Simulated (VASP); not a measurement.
# BP2 (P4/mmm) in VASP: further runs, part 2 of 2

VASP 6.6.1. Earlier steps stand in the parts before.

### 3 Single point, PBE

Input file INCAR:

```
ALGO = Normal
EDIFF = 1E-6
ENCUT = 500
GGA = PE
GGA_COMPAT = F
ISIF = 2
ISMEAR = 0
LASPH = T
LCHARG = T
LELF = T
LREAL = F
LVHAR = T
LWAVE = F
NBANDS = 14
NELM = 120
PREC = Accurate
SIGMA = 0.2
```

Input file KPOINTS:

```
k-points
0
Gamma
  5 5 5
```

Input file POSCAR:

```
BP2
1.0
    3.4438905451      0.0000000000      0.0000000000
    0.0000000000      3.4438905451      0.0000000000
    0.0000000000      0.0000000000      3.0340017896
B P
1 2
Direct
    0.5000000000      0.5000000000      0.0000000000
    0.0000000000      0.5000000000      0.5000000000
    0.5000000000      0.0000000000      0.5000000000
```

Potentials or basis: VASP PAW PBE potentials, release 64 (B, P).

Launch:

```console
cat potpaw_PBE.64/B/POTCAR potpaw_PBE.64/P/POTCAR > POTCAR
mpirun -np 1 vasp_std > vasp.out
```

OUTCAR:

```text
EDIFF = 1E-6
   ENCUT = 500
   GGA = PE
   ISIF = 2
   ISMEAR = 0
   LASPH = T
   LREAL = F
   NELM = 120
   PREC = Accurate

 ion  position               nearest neighbor table
   1  0.500  0.500  0.000-   2 2.29   3 2.29   2 2.29   3 2.29   3 2.29   3 2.29   2 2.29   2 2.29

   2  0.000  0.500  0.500-   1 2.29   1 2.29   1 2.29   1 2.29   3 2.44   3 2.44   3 2.44   3 2.44

   3  0.500  0.000  0.500-   1 2.29   1 2.29   1 2.29   1 2.29   2 2.44   2 2.44   2 2.44   2 2.44

  LATTYP: Found a simple tetragonal cell.
 ALAT       =     3.4438905451
 C/A-ratio  =     0.8809808993

  Lattice vectors:

 A1 = (   3.4438905451,   0.0000000000,   0.0000000000)
 A2 = (   0.0000000000,   3.4438905451,   0.0000000000)
 A3 = (   0.0000000000,   0.0000000000,   3.0340017896)

Analysis of symmetry for initial positions (statically):
=====================================================================
 Subroutine PRICEL returns:
 Original cell was already a primitive cell.

 Routine SETGRP: Setting up the symmetry group for a
 simple tetragonal supercell.

 Subroutine GETGRP returns: Found 16 space group operations
 (whereof 16 operations were pure point group operations)
 out of a pool of 16 trial point group operations.

The static configuration has the point symmetry D_4h.

Analysis of symmetry for dynamics (positions and initial velocities):
=====================================================================
 Subroutine PRICEL returns:
 Original cell was already a primitive cell.

 Routine SETGRP: Setting up the symmetry group for a
 simple tetragonal supercell.

 Subroutine GETGRP returns: Found 16 space group operations
 (whereof 16 operations were pure point group operations)
 out of a pool of 16 trial point group operations.

The dynamic configuration has the point symmetry D_4h.

 Subroutine INISYM returns: Found 16 space group operations
 (whereof 16 operations are pure point group operations),
 and found     1 'primitive' translations
[... 119 lines left out ...]
   LEPSILON=     F    determine dielectric tensor
   LRPA    =     F    only Hartree local field effects (RPA)
 non-spin polarized calculation
 Gauss-broadening in eV      SIGMA  =   0.20
  energy-cutoff  :      500.00
  volume of cell :       35.98
 maximum number of plane-waves:       926
 NGX is ok and might be reduce to    28
   NGX = 13   NGY = 13   NGZ = 11

 number of electron      13.0000001 magnetization

 Free energy of the ion-electron system (eV)
  ---------------------------------------------------
  ext. energy  EPLUGINS =         0.00000000
  ---------------------------------------------------
  free energy    TOTEN  =       -14.85989907 eV

  energy without entropy =      -14.83677338  energy(sigma->0) =      -14.84833622

 E-fermi :   9.3767     XC(G=0): -11.4460

 val. band max:        9.2530274169   @ k =   0.0000   0.0000   0.4000
 cond. band min:       9.4248420484   @ k =   0.2000   0.2000   0.0000
 fundamental gap:      0.1718146316
 Fermi energy:         9.3766810959

 k-point     1 :       0.0000    0.0000    0.0000
  band No.  band energies     occupation
      1      -7.5701      2.00000
      2       3.0828      2.00000
      3       3.0828      2.00000
      4       3.1346      2.00000
      5       5.7705      2.00000
      6       6.9245      2.00000
      7      11.2850      0.00000
      8      12.9255      0.00000
      9      12.9255      0.00000
     10      14.2250      0.00000
     11      16.0358      0.00000
     12      17.4244      0.00000
     13      18.0811      0.00000
     14      18.0811      0.00000
[... 275 lines left out ...]
      1      -2.3627      2.00000
      2      -0.5278      2.00000
      3       0.6941      2.00000
      4       2.2645      2.00000
      5       3.4787      2.00000
      6       3.9886      2.00000
      7       5.1357      2.00000
      8      11.5373      0.00000
      9      16.2247      0.00000
     10      17.6748      0.00000
     11      17.7863      0.00000
     12      18.6582      0.00000
     13      19.1193      0.00000
     14      22.7008      0.00000

------------------------ aborting loop because EDIFF is reached ----------------------------------------

  FORCE on cell =-STRESS in cart. coord.  units (eV):
  Direction    XX          YY          ZZ          XY          YZ          ZX
  --------------------------------------------------------------------------------------
  -------------------------------------------------------------------------------------
  Total       -0.0071529     -0.0071529     -0.1301389      0.0000000      0.0000000      0.0000000
  in kB       -0.3184763     -0.3184763     -5.7943297      0.0000000      0.0000000      0.0000000
  external PRESSURE =      -2.1437608 kB  Pullay stress =       0.0000000 kB

 VOLUME and BASIS-vectors are now :
 -----------------------------------------------------------------------------
  energy-cutoff  :      500.00
  volume of cell :       35.98
      direct lattice vectors                 reciprocal lattice vectors
     3.443890545  0.000000000  0.000000000     0.290369275  0.000000000  0.000000000
     0.000000000  3.443890545  0.000000000     0.000000000  0.290369275  0.000000000
     0.000000000  0.000000000  3.034001790     0.000000000  0.000000000  0.329597696

 POSITION                                       TOTAL-FORCE (eV/Angst)
 -----------------------------------------------------------------------------------
      1.72195      1.72195      0.00000         0.000000      0.000000      0.000000
      0.00000      1.72195      1.51700         0.000000      0.000000      0.000000
      1.72195      0.00000      1.51700         0.000000      0.000000      0.000000
 -----------------------------------------------------------------------------------
    total drift:                                0.000000      0.000000      0.000000

  FREE ENERGIE OF THE ION-ELECTRON SYSTEM (eV)
  ---------------------------------------------------
  free  energy   TOTEN  =       -14.8598990657 eV

  energy  without entropy=      -14.8367733803  energy(sigma->0) =      -14.84833622
```

OSZICAR:

```text
N       E                     dE             d eps       ncg     rms          rms(c)
DAV:   1     0.259583948192E+02    0.25958E+02   -0.54747E+03   504   0.762E+02
DAV:   2    -0.135505227179E+02   -0.39509E+02   -0.37013E+02   672   0.136E+02
DAV:   3    -0.150800895302E+02   -0.15296E+01   -0.15124E+01   666   0.241E+01
DAV:   4    -0.150909139440E+02   -0.10824E-01   -0.10823E-01   600   0.238E+00
DAV:   5    -0.150910266348E+02   -0.11269E-03   -0.11269E-03   678   0.230E-01    0.851E+00
DAV:   6    -0.148595676169E+02    0.23146E+00   -0.57115E-01   558   0.395E+00    0.493E+00
DAV:   7    -0.148588292469E+02    0.73837E-03   -0.45624E-02   630   0.133E+00    0.223E+00
DAV:   8    -0.148595977919E+02   -0.76855E-03   -0.45847E-03   588   0.468E-01    0.121E-01
DAV:   9    -0.148598063571E+02   -0.20857E-03   -0.58627E-04   648   0.147E-01    0.660E-02
DAV:  10    -0.148598921927E+02   -0.85836E-04   -0.10738E-04   558   0.661E-02    0.178E-02
DAV:  11    -0.148598986266E+02   -0.64340E-05   -0.14837E-05   618   0.240E-02    0.377E-03
DAV:  12    -0.148598990657E+02   -0.43904E-06   -0.22320E-06   582   0.933E-03
   1 F= -.14859899E+02 E0= -.14848336E+02  d E =-.231257E-01
```

Run time: 14 s. Hardware: 1 thread of Intel Xeon 8259CL, shared host; peak memory 0.14 GiB.

Results:

```
Free energy : -14.8599 eV
Pressure    : -0.2 GPa
```

Caveat: the k points lie up to 0.41 Å⁻¹ apart.
